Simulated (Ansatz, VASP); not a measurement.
## Two plane-wave programs on LiBr

```
Li Br
1.0
     0.00000    2.70613    2.70613
     2.70613    0.00000    2.70613
     2.70613    2.70613    0.00000
Li Br
1 1
Direct
  0.00000 0.00000 0.00000
  0.50000 0.50000 0.50000
```

Alike in both runs: functional PBEsol; k mesh 10 × 10 × 10; occupations fermi-dirac, width 0.1 eV; no spin polarisation.

Ansatz relaxed the structure, and its values are those at the end. VASP's run is a single point on that final structure, the one shown.

|  | VASP | Ansatz |
| --- | --- | --- |
| version | VASP 6.6.1 | Ansatz 0.2.0 |
| potentials or method | VASP PAW PBE potentials, release 64 (Li_sv, Br) | PAW with Ansatz's default frozen-core files, scalar-relativistic |
| plane-wave cutoff (eV) | 750 | 420 |
| valence electrons in the cell | 10 | 10 |

```tsv
	VASP	Ansatz	Ansatz less VASP
pressure (GPa)	0.0	0.0	+0.02
```

VASP's potentials were made for PBE, not for PBEsol. The functional is the same, so the differences come from potentials, cutoffs and numerics.
